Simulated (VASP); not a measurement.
Ti: relaxation of cell and atoms with PBE

Ti:

```xyz
3
Lattice="3.8624 0.0000 0.0000 -1.9312 3.3450 0.0000 0.0000 0.0000 2.4131" Properties=species:S:1:pos:R:3 pbc="T T T"
Ti    0.0000    0.0000    0.0000
Ti    0.0000    2.2300    1.2065
Ti    1.9312    1.1150    1.2065
```

This isn't the form of Ti at room conditions, which is hcp.

| Property | Result |
| --- | --- |
| Program | VASP 6.6.1 |
| Task | relaxation of cell and atoms |
| Functional | PBE |
| Potentials or basis | VASP PAW PBE potentials, release 64 (Ti_sv) |
| Cutoff | 600 eV |
| k mesh | 9 × 9 × 13 |
| Occupations | fermi-dirac, width 0.1 eV |
| Spin | no spin polarisation |
| Target pressure | 130 GPa |
| Dipole correction | no |
| Further INCAR settings | ALGO = Normal; EDIFF = 1e-06; IBRION = 2; EDIFFG = -0.005; NSW = 32; ISIF = 3 |

```yaml
Relaxed_volume: 10.37 Å³/atom
Relaxed_cell: a = 3.862 Å, b = 3.862 Å, c = 2.408 Å, α = 90.00°, β = 90.00°, γ = 120.00°
Space_group_after_relaxing_to_0.1_Å: P6/mmm (No. 191)
Energy_change_on_relaxing_the_run_minimises_the_enthalpy: +20.9 meV/atom
Ionic_steps: 12
Pressure_after_relaxing: 130.0 GPa
Band_gap_on_the_k_mesh: zero (bands 18 and 19 overlap by 0.92 eV)
```

Step by step:
| step | energy change (eV) | largest force (eV/Å) | pressure (GPa) | volume (Å³) |
| --- | --- | --- | --- | --- |
| 1 | 0.0000 | 0.0000 | 128.86 | 31.18 |
| 2 | 0.2730 | 0.0000 | 133.69 | 30.84 |
| 3 | 0.0707 | 0.0000 | 130.02 | 31.09 |
| 4 | 0.0729 | 0.0000 | 130.04 | 31.09 |
| 5 | 0.0760 | 0.0000 | 130.07 | 31.08 |
| 6 | 0.0741 | 0.0000 | 130.06 | 31.08 |
| 7 | 0.0742 | 0.0000 | 130.06 | 31.08 |
| 8 | 0.0746 | 0.0000 | 130.07 | 31.08 |
| 9 | 0.0744 | 0.0000 | 130.06 | 31.08 |
| 10 | 0.0743 | 0.0000 | 130.07 | 31.08 |
| 11 | 0.0743 | 0.0000 | 130.06 | 31.08 |
| 12 | 0.0626 | 0.0000 | 130.02 | 31.10 |

Final structure:
```yaml
crystal:
  lattice:
    - [3.86173, 0.00000, 0.00000]
    - [-1.93087, 3.34436, 0.00000]
    - [0.00000, 0.00000, 2.40791]
  atoms:
    - { symbol: Ti, position: [0.00000, 0.00000, 0.00000] }
    - { symbol: Ti, position: [0.33333, 0.66667, 0.50000] }
    - { symbol: Ti, position: [0.66667, 0.33333, 0.50000] }
```

Levels at points of the mesh, in eV from the Fermi level:
| k point | band 15 | band 16 | band 17 | band 18 | band 19 | band 20 | band 21 | band 22 |
| --- | --- | --- | --- | --- | --- | --- | --- | --- |
| (0.00, 0.00, 0.00) | -0.43 | -0.43 | -0.28 | -0.28 | 0.17 | 0.99 | 1.96 | 1.96 |

Run time: 3 min on 1 thread of AMD EPYC 9R45 96-Core Processor (Zen 5), with other jobs on the host, peak memory 0.17 GiB.

Caveat: the cell is relaxed towards a set pressure, so the run minimises the enthalpy, not the energy.
